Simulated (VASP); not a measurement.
# NbGe7Sb16Te32 (a cell with a defect) in VASP: single point with PBE

Aim: the single point of NbGe7Sb16Te32 (a cell with a defect) with PBE.

All numbers are computed with VASP 6.6.1; they aren't measurements. Logs are shortened: lines on timing, memory, paths and dates and some standing lists are left out, and cuts for length are marked.

## (1) The cell of the first run

The cell holds a defect, 56 atoms: a = 12.238 Å, b = 12.238 Å, c = 14.878 Å, α = 114.29°, β = 114.29°, γ = 90.00°.

## (2) Single point, PBE, collinear spin

INCAR reads:

```
ALGO = Normal
EDIFF = 1E-6
ENCUT = 410
GGA = PE
GGA_COMPAT = F
ISIF = 2
ISMEAR = 0
ISPIN = 2
LASPH = T
LCHARG = F
LMAXMIX = 4
LORBIT = 11
LREAL = Auto
LWAVE = F
MAGMOM = 0.42 0 0 0 0.01 0 0 0 0.01 0 0 0 -0.01 0.01 0 0.01 0.01 0.01 0.03 0.01 0 0 0 0.02 -0.01 0.01 0 0 0 -0.01 0.01 0 -0.01 0.01 0 0 0.01 0 0.01 0 0.01 0 0.01 0 0 0 0 -0.01 0.01 0 0 0.01 0.01 0.01 -0.01 0
NBANDS = 230
NELM = 200
PREC = Accurate
SIGMA = 0.05
```

KPOINTS reads:

```
k-points
0
Gamma
  1 1 1
```

POSCAR reads:

```
NbGe7Sb16Te32
1.0
   12.2383000000      0.0000000000      0.0000000000
    0.0000000000     12.2383000000      0.0000000000
   -6.1191500000     -6.1191500000     12.1028300000
Nb Ge Sb Te
1 7 16 32
Direct
   -0.0078224928     -0.0443648357     -0.0131472034
    0.0012098376     -0.0599896973      0.4805380596
    0.5279200550      0.0320216479      0.4271611691
    0.4923991654      0.0304983316     -0.0044529604
    0.0167546000      0.4173068293      0.5183571779
   -0.0052789657      0.4654578994      0.0195189220
    0.4843130159      0.5791804291      0.0442609360
    0.5018195227      0.5004870709      0.5200027918
    0.3493067221      0.3026933839      0.5842796047
    0.2366350161      0.2946892362      0.0177542754
    0.7063818910      0.2958531999      0.0286710828
    0.8094301473      0.2070684301      0.4757157550
    0.1571781729      0.7914412472     -0.0440781194
    0.3538496825      0.7752964352      0.5843134662
    0.7475569294      0.7719511394      0.5128707404
    0.7265845619      0.7367108599      0.0149810482
    0.4457891801      0.1716873981      0.2660818292
    0.3422974152      0.1323956157      0.6989828041
    0.8312048305      0.1234119806      0.7722521772
    0.9129332575      0.1251431093      0.2362535896
    0.3883493294      0.6509269514      0.7783660534
    0.3349507915      0.6768251267      0.2580005339
    0.8292607246      0.6320620938      0.2358415597
    0.8434225737      0.5340685410      0.7154380273
   -0.0089755040      0.2004899508     -0.0014294377
    0.0406766043      0.1760020358      0.4673730638
    0.5920035208      0.3474109496      0.6152768570
    0.4454393276      0.2324987835     -0.0476205238
   -0.0316565095      0.7069585011      0.4634538258
   -0.0494780601      0.6949691523     -0.0345423496
    0.5101508318      0.7981137539      0.0459901725
    0.5264262966      0.8719021006      0.5210410119
    0.1228428217      0.0465991146      0.2121185237
    0.1291853949      0.0796947599      0.7168581617
    0.6272809768      0.0951093999      0.8166779160
    0.6452962907      0.2116894520      0.2277529620
    0.0621974759      0.6338089496      0.7180560952
    0.1208793694      0.5550630549      0.2489051905
    0.6040280253      0.6131523995      0.2597421458
    0.5860741315      0.6997535285      0.7273320179
    0.2378106901      0.4968386682      0.5332409652
    0.2548865807      0.5401748171      1.0232592510
    0.7429693270      0.4490393946      0.9407097113
    0.7007214099      0.5266167735      0.4864644952
    0.2818903399      1.0476541763      1.0323165806
    0.2275897721      0.9238235187      0.4760686831
    0.7222439358      0.9535723214      0.3857656340
    0.7658697283      0.9518292281      0.9795489262
    0.4096671688      0.4217621171      0.8155670034
    0.3102201363      0.3722680849      0.2495508374
    0.9306830979      0.3929761926      0.3067601430
    0.9624810038      0.3221296157      0.7168870666
    0.3557702360      0.8805510697      0.2104274849
    0.2841264073      0.8660240293      0.7578957091
    0.9339493979      0.9055718001      0.7682689335
    0.9318149315      0.8417590015      0.2302650183
```

Potentials or basis: VASP PAW PBE potentials, release 64 (Nb_sv, Ge_d, Sb, Te).

On the command line:

```sh
$ cat potpaw_PBE.64/Nb_sv/POTCAR potpaw_PBE.64/Ge_d/POTCAR potpaw_PBE.64/Sb/POTCAR potpaw_PBE.64/Te/POTCAR > POTCAR
$ mpirun -np 1 vasp_gam > vasp.out
```

OUTCAR:

```text
EDIFF = 1E-6
   ENCUT = 410
   GGA = PE
   ISIF = 2
   ISMEAR = 0
   ISPIN = 2
   LASPH = T
   LORBIT = 11
   LREAL = Auto
   NELM = 200
   PREC = Accurate

 ion  position               nearest neighbor table
   1  0.992  0.956  0.987-  48 2.73  33 2.75  55 2.81  13 2.89  25 2.93  30 3.09
   2  0.001  0.940  0.481-  29 2.77  46 2.80  34 2.87  26 3.03  56 3.12  47 3.15
   3  0.528  0.032  0.427-  47 2.77  53 2.79  32 2.84  17 3.33
   4  0.492  0.030  0.996-  28 2.80  45 2.84  36 2.96  54 3.13  31 3.21
   5  0.017  0.417  0.518-  51 2.76  41 2.77  26 2.78  37 2.88  12 3.29
   6  0.995  0.465  0.020-  43 2.78  38 2.80  25 3.13  30 3.21  42 3.28
   7  0.484  0.579  0.044-  31 2.69  42 2.71  39 2.76  49 2.86
   8  0.502  0.500  0.520-  44 2.72  27 2.76  40 2.78
   9  0.349  0.303  0.584-  27 2.83  49 2.88  41 2.95  18 3.21  26 3.47
  10  0.237  0.295  0.018-  50 2.89  42 2.98  25 3.08  28 3.08  45 3.15
  11  0.706  0.296  0.029-  43 2.82  35 2.83  28 2.90  51 3.56
  12  0.809  0.207  0.476-  47 2.82  26 2.90  52 2.95   5 3.29  36 3.42
  13  0.157  0.791  0.956-  30 2.87   1 2.89  37 2.93  45 3.02  53 3.24  42 3.67
  14  0.354  0.775  0.584-  54 2.84  46 2.94  32 3.05  40 3.18  41 3.35  21 3.67
  15  0.748  0.772  0.513-  44 2.89  32 3.00  39 3.10  29 3.10  55 3.17  47 3.40
  16  0.727  0.737  0.015-  56 2.87  31 2.92  48 2.96  30 3.11  43 3.26  40 3.72  23 3.75
  17  0.446  0.172  0.266-  36 2.81  45 2.89  50 3.00   3 3.33  53 3.38
  18  0.342  0.132  0.699-  34 2.83  46 2.95  28 3.10  49 3.16   9 3.21  35 3.33
  19  0.831  0.123  0.772-  25 2.83  35 2.89  55 2.94  52 3.45
  20  0.913  0.125  0.236-  33 2.85  26 2.91  51 2.98  48 3.16  36 3.41  56 3.44
  21  0.388  0.651  0.778-  40 2.95  54 3.00  41 3.01  49 3.07  31 3.25  14 3.67  37 3.70
  22  0.335  0.677  0.258-  42 2.89  53 2.90  38 2.94  32 3.36  39 3.38  50 3.69
  23  0.829  0.632  0.236-  29 2.81  56 2.90  39 2.94  51 3.56  38 3.64  43 3.68  16 3.75
  24  0.843  0.534  0.715-  37 2.92  52 2.98  30 3.07  44 3.08  27 3.21
  25  0.991  0.200  0.999-  19 2.83   1 2.93  10 3.08   6 3.13  55 3.62
  26  0.041  0.176  0.467-   5 2.78  12 2.90  20 2.91   2 3.03   9 3.47
  27  0.592  0.347  0.615-   8 2.76   9 2.83  24 3.21
  28  0.445  0.232  0.952-   4 2.80  11 2.90  10 3.08  18 3.10  35 3.57  49 3.58
  29  0.968  0.707  0.463-   2 2.77  23 2.81  15 3.10  51 3.49
  30  0.951  0.695  0.965-  13 2.87  24 3.07   1 3.09  16 3.11   6 3.21
  31  0.510  0.798  0.046-   7 2.69  16 2.92   4 3.21  21 3.25  53 3.51
  32  0.526  0.872  0.521-   3 2.84  15 3.00  14 3.05  22 3.36  46 3.54
  33  0.123  0.047  0.212-   1 2.75  20 2.85  53 3.50  56 3.59
  34  0.129  0.080  0.717-  18 2.83   2 2.87  54 3.34  52 3.60
  35  0.627  0.095  0.817-  11 2.83  19 2.89  18 3.33  48 3.46  28 3.57
  36  0.645  0.212  0.228-  17 2.81   4 2.96  20 3.41  12 3.42  51 3.60
  37  0.062  0.634  0.718-   5 2.88  24 2.92  13 2.93  55 3.61  54 3.62  21 3.70
  38  0.121  0.555  0.249-   6 2.80  22 2.94  50 3.22  51 3.63  23 3.64
  39  0.604  0.613  0.260-   7 2.76  23 2.94  15 3.10  22 3.38  44 3.68
  40  0.586  0.700  0.727-   8 2.78  21 2.95  14 3.18  48 3.48  16 3.72
  41  0.238  0.497  0.533-   5 2.77   9 2.95  21 3.01  14 3.35  51 3.63
  42  0.255  0.540  0.023-   7 2.71  22 2.89  10 2.98   6 3.28  13 3.67
  43  0.743  0.449  0.941-   6 2.78  11 2.82  16 3.26  49 3.67  23 3.68
  44  0.701  0.527  0.486-   8 2.72  15 2.89  24 3.08  39 3.68
[... 308 lines left out ...]
      1     -49.6465      1.00000
      2     -25.8143      1.00000
      3     -25.7615      1.00000
      4     -25.6741      1.00000
      5     -19.1288      1.00000
      6     -19.1276      1.00000
[... 195 lines left out ...]
    202       6.6075      0.00000
    203       6.6620      0.00000
 Fermi energy:         5.8668591216

 spin component 2

 k-point     1 :       0.0000    0.0000    0.0000
  band No.  band energies     occupation
      1     -49.3487      1.00000
      2     -25.5540      1.00000
      3     -25.3871      1.00000
      4     -25.2834      1.00000
      5     -19.1284      1.00000
      6     -19.1271      1.00000
[... 195 lines left out ...]
    202       6.6231      0.00000
    203       6.6855      0.00000
 [bands above 203 left out]

------------------------ aborting loop because EDIFF is reached ----------------------------------------

  FORCE on cell =-STRESS in cart. coord.  units (eV):
  Direction    XX          YY          ZZ          XY          YZ          ZX
  --------------------------------------------------------------------------------------
  -------------------------------------------------------------------------------------
  Total       29.4777794     30.2786835     11.3986758      0.0664777      1.7323930     -1.2990844
  in kB       26.0541089     26.7619927     10.0747868      0.0587567      1.5311857     -1.1482034
  external PRESSURE =      20.9636294 kB  Pullay stress =       0.0000000 kB

 VOLUME and BASIS-vectors are now :
 -----------------------------------------------------------------------------
  energy-cutoff  :      410.00
  volume of cell :     1812.71
      direct lattice vectors                 reciprocal lattice vectors
    12.238300000  0.000000000  0.000000000     0.081710695  0.000000000  0.041312652
     0.000000000 12.238300000  0.000000000     0.000000000  0.081710695  0.041312652
    -6.119150000 -6.119150000 12.102830000     0.000000000  0.000000000  0.082625303

 POSITION                                       TOTAL-FORCE (eV/Angst)
 -----------------------------------------------------------------------------------
      6.10387      5.65665     11.94371        -0.015470     -0.023867     -0.001592
     -2.92568      8.56364      5.81587         0.024592     -0.036352     -0.007762
      3.84698     -2.22197      5.16986        -0.002354      0.010779     -0.017696
     -0.06577     -5.71865     12.04894         0.028983      0.036582      0.009664
     -2.96686      1.93522      6.27359        -0.000436     -0.026003     -0.035712
     12.05426      5.57697      0.23623         0.002684     -0.007754     -0.001846
[... 48 lines left out ...]
      6.72880      6.38151      9.29823        -0.011313      0.007771      0.013742
      9.99480      8.89267      2.78686         0.012672      0.015702      0.023938
 -----------------------------------------------------------------------------------
    total drift:                               -0.004542     -0.005577     -0.020940

  FREE ENERGIE OF THE ION-ELECTRON SYSTEM (eV)
  ---------------------------------------------------
  free  energy   TOTEN  =      -205.2705947766 eV

  energy  without entropy=     -205.2700515121  energy(sigma->0) =     -205.27032314

 total charge

# of ion       s       p       d       tot
------------------------------------------
    1        2.148   5.971   2.477  10.596
    2        1.310   0.844  10.020  12.174
    3        1.320   0.820  10.002  12.142
    4        1.322   0.782  10.009  12.112
    5        1.297   0.870  10.019  12.186
    6        1.315   0.799   9.999  12.113
[... 48 lines left out ...]
   55        1.401   1.920   0.035   3.356
   56        1.414   1.886   0.038   3.339
--------------------------------------------------
tot         76.586  89.353  74.377 240.317

 magnetization (x)

# of ion       s       p       d       tot
------------------------------------------
    1        0.005   0.004   0.439   0.448
    2        0.000  -0.001   0.000  -0.000
    3       -0.000  -0.002   0.000  -0.002
    4       -0.001   0.004   0.000   0.003
    5        0.003   0.004   0.000   0.008
    6       -0.001   0.003   0.000   0.001
[... 48 lines left out ...]
   55       -0.000  -0.011   0.002  -0.008
   56       -0.000   0.003   0.000   0.003
--------------------------------------------------
tot          0.017   0.123   0.458   0.598
```

Run time: 51 min. Hardware: 1 thread of Intel Xeon 8259CL, shared host; peak memory 1.8 GiB.

Results:

```yaml
Free_energy: -205.2706 eV
Pressure: 2.1 GPa
Largest_force: 0.101 eV/Å
Net_moment: 1.00 μB per cell
Site_moments: Nb +0.45; Ge -0.00, +0.00, +0.01 (each value once); Sb +0.01, +0.00, -0.00, -0.01, +0.03 (each value once); Te -0.01, +0.01, -0.00, +0.00, -0.02 (each value once) μB
Valence_electrons_inside_the_program's_atomic_spheres: Nb 10.60; Ge 12.17, 12.14, 12.11, 12.19, 12.22, 12.18 (each value once); Sb 2.36, 2.33, 2.35, 2.34, 2.40, 2.32 (each value once); Te 3.35, 3.38, 3.36, 3.37, 3.33, 3.32, 3.34 (each value once)
```

Forces in eV/Å, atoms in the order of the input:
```
Nb  -0.015 -0.024 -0.002
Ge   0.025 -0.036 -0.008
Ge  -0.002  0.011 -0.018
Ge   0.029  0.037  0.010
Ge   0.000 -0.026 -0.036
Ge   0.003 -0.008 -0.002
Ge   0.020  0.013  0.002
Ge  -0.048 -0.039 -0.010
Sb   0.002 -0.045  0.037
Sb   0.000 -0.014 -0.011
Sb  -0.005 -0.004  0.029
Sb  -0.065  0.071 -0.021
Sb   0.029 -0.034 -0.017
Sb   0.036  0.015 -0.007
Sb   0.004  0.017 -0.001
Sb   0.014 -0.024 -0.024
Sb  -0.019 -0.034  0.037
Sb   0.034 -0.020 -0.093
Sb   0.036  0.014 -0.019
Sb  -0.058  0.018 -0.013
Sb  -0.065 -0.019  0.012
Sb   0.035 -0.006  0.014
Sb   0.005 -0.028 -0.003
Sb   0.013  0.004 -0.016
Te   0.029  0.020  0.031
Te   0.018 -0.007  0.029
Te  -0.014  0.002 -0.018
Te   0.004 -0.001  0.006
Te  -0.003  0.015  0.024
Te  -0.035  0.019  0.015
Te   0.000 -0.019  0.035
Te  -0.055 -0.013  0.012
Te   0.043 -0.010 -0.053
Te  -0.035  0.003  0.009
Te  -0.044 -0.016  0.060
Te   0.042  0.005 -0.011
Te   0.006  0.041  0.026
Te  -0.033  0.012  0.028
Te  -0.067 -0.007  0.022
Te   0.033  0.032 -0.020
Te   0.000  0.035  0.016
Te  -0.013 -0.003 -0.019
Te  -0.004  0.025 -0.022
Te   0.055 -0.016 -0.003
Te  -0.001  0.004 -0.029
Te   0.023 -0.004 -0.026
Te   0.010 -0.005  0.006
Te   0.004  0.010 -0.052
Te  -0.012  0.019  0.001
Te   0.016 -0.009 -0.009
Te  -0.002  0.001  0.008
Te   0.017 -0.009  0.020
Te   0.006  0.007  0.039
Te   0.004  0.007 -0.005
Te  -0.011  0.008  0.014
Te   0.013  0.016  0.024
```

Stress tensor (GPa, compression positive):
```
 2.61  0.01 -0.11
 0.01  2.68  0.15
-0.11  0.15  1.01
```

Caveat: the k points lie up to 0.58 Å⁻¹ apart.
